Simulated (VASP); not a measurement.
Crystal: NiSb.

```
Ni Sb
1.0
     0.00000    2.63374    2.63374
     2.63374    0.00000    2.63374
     2.63374    2.63374    0.00000
Ni Sb
1 1
Direct
  0.50000 0.50000 0.50000
  0.00000 0.00000 0.00000
```

Base run:

| Item | Value |
| --- | --- |
| Program | VASP 6.6.1 |
| Functional | PBEsol |
| Potentials or basis | VASP PAW PBE potentials, release 64 (Ni, Sb) |
| Cutoff | 520 eV |
| k mesh | 12 × 12 × 12 |
| Occupations | gaussian, width 0.05 eV |
| Spin | collinear spin |
| Starting moments | [0.05, 0.0] μB |

Its results: pressure -5.1 GPa; net moment 0.00 μB per cell.

**Question.** The run is repeated on the same cell with these changes: functional from PBEsol to PBE. What comes out?

**Answer.** Pressure 0.4 GPa; net moment 0.00 μB per cell.

PBE binds less tightly than PBEsol, so the same cell stands under more pressure.

Caveats: the cell stands under tension (at least some runs); the PAW data sets were made with another functional, which shifts forces and pressure a little (at least some runs).
